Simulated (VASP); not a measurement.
# CoPtO2 (R-3m) in VASP: notebook, part 2 of 2

VASP 6.6.1. The steps go on from the part before.

**5. Single point, PBEsol, collinear spin, ferromagnetic start (10.87 Å³/atom)**

This run uses another cell than the first one, of 10.87 Å³/atom.

Input file INCAR:

```
PREC = Accurate
ENCUT = 520
EDIFF = 1E-6
ISMEAR = -1
SIGMA = 0.05
LREAL = False
LASPH = True
NELM = 150
ALGO = Normal
ISIF = 2
LWAVE = False
LCHARG = False
ISPIN = 2
MAGMOM = 0 2 0 0
LORBIT = 11
LMAXMIX = 4
GGA = PS
NBANDS = 28
```

Input file KPOINTS:

```
Automatic mesh
0
Gamma
  11 11 11
```

Input file POSCAR:

```
CoPtO2
1.0
    1.4399685164      0.8313662105      6.0558772933
   -1.4399685164      0.8313662105      6.0558772933
    0.0000000000     -1.6627324211      6.0558772933
Pt Co O
1 1 2
Direct
    0.0000000000      0.0000000000      0.0000000000
    0.5000000000      0.5000000000      0.5000000000
    0.1122440300      0.1122440300      0.1122440300
    0.8877559700      0.8877559700      0.8877559700
```

Potentials or basis: VASP PAW PBE potentials, release 64 (Pt, Co, O).

Started as:

```console
$ cat potpaw_PBE.64/Pt/POTCAR potpaw_PBE.64/Co/POTCAR potpaw_PBE.64/O/POTCAR > POTCAR
$ mpirun -np 1 vasp_std > vasp.out
```

Run time: 37 min. Hardware: 1 thread of Oxide Virtual Turin-like, shared host; peak memory 0.58 GiB.

The run converged. Its results:

* Free energy: -28.5860 eV
* Pressure: -17.4 GPa
* Largest force: 0.096 eV/Å
* Net moment: 0.00 μB per cell
* Valence electrons inside the program's atomic spheres: Pt 9.08; Co 8.31; O 4.95

Forces in eV/Å, atoms in the order of the input:
```
Pt   0.000  0.000  0.000
Co   0.000  0.000  0.000
O    0.000  0.000  0.096
O    0.000  0.000 -0.096
```

Stress tensor (GPa, compression positive):
```
-15.52   0.00   0.00
  0.00 -15.52   0.00
  0.00   0.00 -21.26
```

Levels at points of the mesh, in eV from the Fermi level:
Spin up:
```csv
k point,band 12,band 13,band 14,band 15,band 16,band 17,band 18,band 19,band 20,band 21
"(0.00, 0.00, 0.00)",-1.70,-1.70,-1.46,-1.46,-1.33,1.74,1.74,2.43,5.45,8.46
```
Spin down:
```csv
k point,band 12,band 13,band 14,band 15,band 16,band 17,band 18,band 19,band 20,band 21
"(0.00, 0.00, 0.00)",-1.70,-1.70,-1.46,-1.46,-1.33,1.74,1.74,2.43,5.45,8.46
```

Caveat: the stress differs along the axes, from -21 to -16 GPa; the moments typed at the start vanished in this run; the PAW data sets were made with another functional, which shifts forces and pressure a little; spin-orbit coupling is left out, which moves the levels of the heavy elements; semilocal functionals often make such compounds metallic where correlation or magnetic order opens a gap, which also shifts bond lengths.

**6. Single point, PBE, collinear spin, ferromagnetic start**

Input file INCAR:

```
  ALGO = Normal
  EDIFF = 1E-6
  ENCUT = 520
  GGA = PE
  ISIF = 2
  ISMEAR = -1
  ISPIN = 2
  LASPH = T
  LCHARG = F
  LMAXMIX = 4
  LORBIT = 11
  LREAL = F
  LWAVE = F
  MAGMOM = 0 2 0 0
  NBANDS = 28
  NELM = 150
  PREC = Accurate
  SIGMA = 0.05
```

Input file KPOINTS:

```
k-points
0
Gamma
  11 11 11
```

Input file POSCAR:

```
CoPtO2
1.0
    1.4308545474      0.8261042581      6.0175479291
   -1.4308545474      0.8261042581      6.0175479291
    0.0000000000     -1.6522085162      6.0175479291
Pt Co O
1 1 2
Direct
    0.0000000000      0.0000000000      0.0000000000
    0.5000000000      0.5000000000      0.5000000000
    0.1122440300      0.1122440300      0.1122440300
    0.8877559700      0.8877559700      0.8877559700
```

Potentials or basis: VASP PAW PBE potentials, release 64 (Pt, Co, O).

Started as:

```console
$ cat potpaw_PBE.64/Pt/POTCAR potpaw_PBE.64/Co/POTCAR potpaw_PBE.64/O/POTCAR > POTCAR
$ mpirun -np 1 vasp_std > vasp.out
```

OUTCAR:

```text
EDIFF = 1E-6
   ENCUT = 520
   GGA = PE
   ISIF = 2
   ISMEAR = -1
   ISPIN = 2
   LASPH = T
   LORBIT = 11
   LREAL = F
   NELM = 150
   PREC = Accurate

 ion  position               nearest neighbor table
   1  0.000  0.000  0.000-   3 2.03   4 2.03
   2  0.500  0.500  0.500-   3 1.92   4 1.92   3 1.92   3 1.92   4 1.92   4 1.92
   3  0.112  0.112  0.112-   2 1.92   2 1.92   2 1.92   1 2.03
   4  0.888  0.888  0.888-   2 1.92   2 1.92   2 1.92   1 2.03

  LATTYP: Found a trigonal (rhomboedric) cell.
 ALAT       =     6.2402464743
 COS(alpha) =     0.8948480128

  Lattice vectors:

 A1 = (   1.4308545474,   0.8261042581,   6.0175479291)
 A2 = (  -1.4308545474,   0.8261042581,   6.0175479291)
 A3 = (   0.0000000000,  -1.6522085162,   6.0175479291)

Analysis of symmetry for initial positions (statically):
=====================================================================
 Subroutine PRICEL returns:
 Original cell was already a primitive cell.

 Routine SETGRP: Setting up the symmetry group for a
 trigonal (rhombohedral) supercell.

 Subroutine GETGRP returns: Found 12 space group operations
 (whereof 12 operations were pure point group operations)
 out of a pool of 12 trial point group operations.

The static configuration has the point symmetry D_3d.

Analysis of symmetry for dynamics (positions and initial velocities):
=====================================================================
 Subroutine PRICEL returns:
 Original cell was already a primitive cell.

 Routine SETGRP: Setting up the symmetry group for a
 trigonal (rhombohedral) supercell.

 Subroutine GETGRP returns: Found 12 space group operations
 (whereof 12 operations were pure point group operations)
 out of a pool of 12 trial point group operations.

The dynamic configuration has the point symmetry D_3d.

Analysis of structural, dynamic, and magnetic symmetry:
=====================================================================
 Subroutine PRICEL returns:
 Original cell was already a primitive cell.

 Routine SETGRP: Setting up the symmetry group for a
 trigonal (rhombohedral) supercell.

 Subroutine GETGRP returns: Found 12 space group operations
 (whereof 12 operations were pure point group operations)
 out of a pool of 12 trial point group operations.

The overall configuration has the point symmetry D_3d.

 Subroutine INISYM returns: Found 12 space group operations
 (whereof 12 operations are pure point group operations),
 and found     1 'primitive' translations

----------------------------------------------------------------------------------------

                                     Primitive cell

  volume of cell :      42.6777

  direct lattice vectors                    reciprocal lattice vectors
     1.430854547  0.826104258  6.017547929     0.349441528  0.201750161  0.055393549
    -1.430854547  0.826104258  6.017547929    -0.349441528  0.201750161  0.055393549
     0.000000000 -1.652208516  6.017547929     0.000000000 -0.403500321  0.055393549

  length of vectors
[... 80 lines left out ...]
   ISPIN  =      2    spin polarized calculation?
   LNONCOLLINEAR =      F non collinear calculations
   LSORBIT =      F    spin-orbit coupling
   LASPH  =      T    aspherical Exc in radial PAW
   ENCUT  =  520.0 eV  38.22 Ry    6.18 a.u.  11.60 11.60 11.60*2*pi/ulx,y,z
   NELM   =    150;   NELMIN=  2; NELMDL= -5     # of ELM steps
   EDIFF  = 0.1E-05   stopping-criterion for ELM
   LREAL  =      F    real-space projection
   EDIFFG = 0.1E-04   stopping-criterion for IOM
   NSW    =      0    number of steps for IOM
   IBRION =     -1    ionic relax: 0-MD 1-quasi-New 2-CG
   NFREE  =      0    steps in history (QN), initial steepest desc. (CG)
   ISIF   =      2    stress and relaxation
   ISYM   =      2    0-nonsym 1-usesym 2-fastsym
   POTIM  = 0.5000    time-step for ionic-motion
   TEBEG  =    0.0;   TEEND  =   0.0 temperature during run
   PSTRESS=    0.0 pullay stress
   NELECT =      31.0000    total number of electrons
   NUPDOWN=      -1.0000    fix difference up-down
   EMIN   =  10.00;   EMAX   =-10.00  energy-range for DOS
   EFERMI =   0.00;   METHOD = LEGACY
   ISMEAR =    -1;   SIGMA  =   0.05  broadening in eV -4-tet -1-fermi 0-gaus
   EFERMI_NEDOS =   21; number of points for ismear=-14 and -15
   IALGO  =     38    algorithm
   IMIX   =      4    mixing-type and parameters
     AMIX     =   0.40;   BMIX     =  1.00
     AMIX_MAG =   1.60;   BMIX_MAG =  1.00
  volume/ion in A,a.u.               =      10.67        72.00
  Fermi-wavevector in a.u.,A,eV,Ry     =   1.471618  2.780954 29.465576  2.165659
  Thomas-Fermi vector in A             =   2.586732
   LORBIT       =     11    0 simple, 1 ext, 2 COOP (PROOUT), +10 PAW based schemes
   GGA     = PE    functional components
   LHFCALC =     F    Hartree Fock is set to
   AEXX    =    0.0000 exact exchange contribution
   IVDW    =     0    specifies the selected vdW correction
   LEPSILON=     F    determine dielectric tensor
   LRPA    =     F    only Hartree local field effects (RPA)
 spin polarized calculation
  energy-cutoff  :      520.00
  volume of cell :       42.68
 maximum number of plane-waves:      1169
   NGX = 23   NGY = 23   NGZ = 23

 number of electron      30.9999997 magnetization      -0.0048803

 number of electron      30.9999997 magnetization       0.0006326

 Free energy of the ion-electron system (eV)
  ---------------------------------------------------
  ext. energy  EPLUGINS =         0.00000000
  ---------------------------------------------------
  free energy    TOTEN  =       -26.46827959 eV

  energy without entropy =      -26.46271329  energy(sigma->0) =      -26.46549644

 E-fermi :   8.1045     XC(G=0): -12.4539

 val. band max:        8.0494589603   @ k =  -0.3636  -0.3636   0.0909
 cond. band min:       8.1474621261   @ k =   0.4545   0.4545   0.0000
 fundamental gap:      0.0980031658
 Fermi energy:         8.1044885016

 spin component 1

 k-point     1 :       0.0000    0.0000    0.0000
  band No.  band energies     occupation
      1     -13.1102      1.00000
      2     -11.3448      1.00000
      3      -1.1517      1.00000
      4       1.4057      1.00000
      5       1.8897      1.00000
      6       1.8897      1.00000
[... 709 lines left out ...]
     26      25.4177      0.00000
     27      25.9172      0.00000

 [... further k-points ...]

 spin component 2

 k-point     1 :       0.0000    0.0000    0.0000
  band No.  band energies     occupation
      1     -13.1101      1.00000
      2     -11.3447      1.00000
      3      -1.1517      1.00000
      4       1.4056      1.00000
      5       1.8899      1.00000
      6       1.8899      1.00000
[... 709 lines left out ...]
     26      25.4177      0.00000
     27      25.9171      0.00000

 [... further k-points ...]

 [bands above 27 left out]

------------------------ aborting loop because EDIFF is reached ----------------------------------------

  FORCE on cell =-STRESS in cart. coord.  units (eV):
  Direction    XX          YY          ZZ          XY          YZ          ZX
  --------------------------------------------------------------------------------------
  -------------------------------------------------------------------------------------
  Total       -0.6997400     -0.6997400     -1.6264493     -0.0000000      0.0000000      0.0000000
  in kB      -26.2691573    -26.2691573    -61.0590388     -0.0000000      0.0000000      0.0000000
  external PRESSURE =     -37.8657844 kB  Pullay stress =       0.0000000 kB

 VOLUME and BASIS-vectors are now :
 -----------------------------------------------------------------------------
  energy-cutoff  :      520.00
  volume of cell :       42.68
      direct lattice vectors                 reciprocal lattice vectors
     1.430854547  0.826104258  6.017547929     0.349441528  0.201750161  0.055393549
    -1.430854547  0.826104258  6.017547929    -0.349441528  0.201750161  0.055393549
     0.000000000 -1.652208516  6.017547929     0.000000000 -0.403500321  0.055393549

 POSITION                                       TOTAL-FORCE (eV/Angst)
 -----------------------------------------------------------------------------------
      0.00000      0.00000      0.00000         0.000000     -0.000000      0.000000
      0.00000      0.00000      9.02632         0.000000     -0.000000      0.000000
      0.00000      0.00000      2.02630         0.000000      0.000000     -0.036897
      0.00000      0.00000     16.02634         0.000000     -0.000000      0.036897
 -----------------------------------------------------------------------------------
    total drift:                                0.000000      0.000000     -0.000000

  FREE ENERGIE OF THE ION-ELECTRON SYSTEM (eV)
  ---------------------------------------------------
  free  energy   TOTEN  =       -26.4682795850 eV

  energy  without entropy=      -26.4627132871  energy(sigma->0) =      -26.46549644

 total charge

# of ion       s       p       d       tot
------------------------------------------
    1        0.629   0.525   7.984   9.138
    2        0.411   0.618   7.317   8.346
    3        1.557   3.432   0.000   4.988
    4        1.557   3.432   0.000   4.988
--------------------------------------------------
tot          4.154   8.006  15.301  27.461

 magnetization (x)

# of ion       s       p       d       tot
------------------------------------------
    1       -0.000  -0.000  -0.000  -0.000
    2       -0.000  -0.000   0.000   0.000
    3        0.000   0.000   0.000   0.000
    4        0.000   0.000   0.000   0.000
--------------------------------------------------
tot          0.000  -0.000   0.000   0.000
```

stdout:

```text
POSCAR found type information on POSCAR PtCoO
 POSCAR found :  3 types and       4 ions
 scaLAPACK will be used
 LDA part: xc-table for (Slater+PW92), standard interpolation
 POSCAR, INCAR and KPOINTS ok, starting setup
 FFT: planning ... GRIDC
 FFT: planning ... GRID_SOFT
 FFT: planning ... GRID
 WAVECAR not read
 entering main loop
```

It took 33 min on 1 thread of Oxide Virtual Turin-like, shared host; peak memory 0.57 GiB.

Results:

```yaml
Free_energy: -26.4683 eV
Pressure: -3.8 GPa
Largest_force: 0.037 eV/Å
Net_moment: 0.00 μB per cell
Valence_electrons_inside_the_program's_atomic_spheres: Pt 9.14; Co 8.35; O 4.99
```

Forces on the atoms (eV/Å):
```
Pt   0.000  0.000  0.000
Co   0.000  0.000  0.000
O    0.000  0.000 -0.037
O    0.000  0.000  0.037
```

Levels at points of the mesh, in eV from the Fermi level:
Spin up:
| k point | band 13 | band 14 | band 15 | band 16 | band 17 | band 18 | band 19 | band 20 |
| --- | --- | --- | --- | --- | --- | --- | --- | --- |
| (0.00, 0.00, 0.00) | -1.85 | -1.54 | -1.54 | -1.47 | 1.75 | 1.75 | 2.54 | 5.55 |
Spin down:
```tsv
k point	band 14	band 15	band 16	band 17	band 18	band 19
(0.00, 0.00, 0.00)	-1.54	-1.54	-1.47	1.75	1.75	2.54
```

Caveat: the cell stands under tension; the moments typed at the start vanished in this run; spin-orbit coupling is left out, which moves the levels of the heavy elements; semilocal functionals often make such compounds metallic where correlation or magnetic order opens a gap, which also shifts bond lengths. With open d or f shells a metallic result of PBE can be an artefact of self-interaction; +U or a hybrid may open a gap.
